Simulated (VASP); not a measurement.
Runs of VASP 6.6.1 on TiAl. The structure is that of space group Pm-3m (No. 221), or close to it. The cells are those of the table. 

| task | cell | k mesh | cutoff (eV) | k mesh for the DOS | occupations for the DOS | gap on the mesh (eV) | pressure (GPa) |
| --- | --- | --- | --- | --- | --- | --- | --- |
| single point | a = 3.218 Å, 2 atoms | 14 × 14 × 14 | 520 | - | - | none | -6.1 |
| single point | a = 3.124 Å, 2 atoms | 14 × 14 × 14 | 520 | - | - | none | 3.9 |
| single point | a = 3.018 Å, 2 atoms | 6 × 6 × 6 | 520 | - | - | none | (a) |
| single point | a = 3.025 Å, 2 atoms | 14 × 14 × 14 | 520 | - | - | none | 19.4 |
| single point | a = 3.092 Å, 2 atoms | 14 × 14 × 14 | 520 | - | - | none | 8.3 |
| single point | a = 3.188 Å, 2 atoms | 14 × 14 × 14 | 520 | - | - | none | -3.3 |
| relaxation of cell and atoms | relaxed from a = 3.155 Å, 2 atoms | 14 × 14 × 14 | 600 | - | - | none | 0.0 |
| single point | a = 3.156 Å, 2 atoms | 14 × 14 × 14 | 520 | - | - | none | 0.0 |
| single point | a = 3.059 Å, 2 atoms | 14 × 14 × 14 | 520 | - | - | none | 13.4 |
| single point | a = 3.018 Å, 2 atoms | 14 × 14 × 14 | 520 | - | - | none | (b) |

Alike in all rows: level PBEsol; potentials or basis VASP PAW PBE potentials, release 64 (Ti_sv, Al); no spin polarisation; smearing gaussian 0.1 eV.

Problem. Fill in the values left out.

Solution. (a) 20.6; (b) 20.7.

Caveats: the PAW data sets were made with another functional, which shifts forces and pressure a little.

A gap of «none» marks levels without a gap at the run's occupations.
